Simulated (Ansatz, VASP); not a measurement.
Rb in VASP and in Ansatz

```
Rb
1.0
     0.00000    3.63988    3.63988
     3.63988    0.00000    3.63988
     3.63988    3.63988    0.00000
Rb
1
Direct
  0.00000 0.00000 0.00000
```

Alike in both runs: task single point; functional PBE; k mesh 4 × 4 × 4; no spin polarisation.

|  | VASP | Ansatz |
| --- | --- | --- |
| version | VASP 6.6.1 | Ansatz 0.2.0 |
| potentials or method | VASP PAW PBE potentials, release 64 (Rb_sv) | scalar-relativistic, plane waves, PAW |
| plane-wave cutoff (eV) | 500 | 420 |
| occupations | methfessel-paxton of order 1, width 0.1 eV | methfessel-paxton of order 1 |
| valence electrons in the cell | 9 | 9 |

```csv
,VASP,Ansatz,Ansatz less VASP
gap on the k mesh at the Fermi level (eV),none,none,-
pressure (GPa),-0.1,-0.1,0.00
```

A gap of «none» marks a metal or a gap that the smearing closes.

The k mesh is coarse, so the values compare programs but aren't converged.
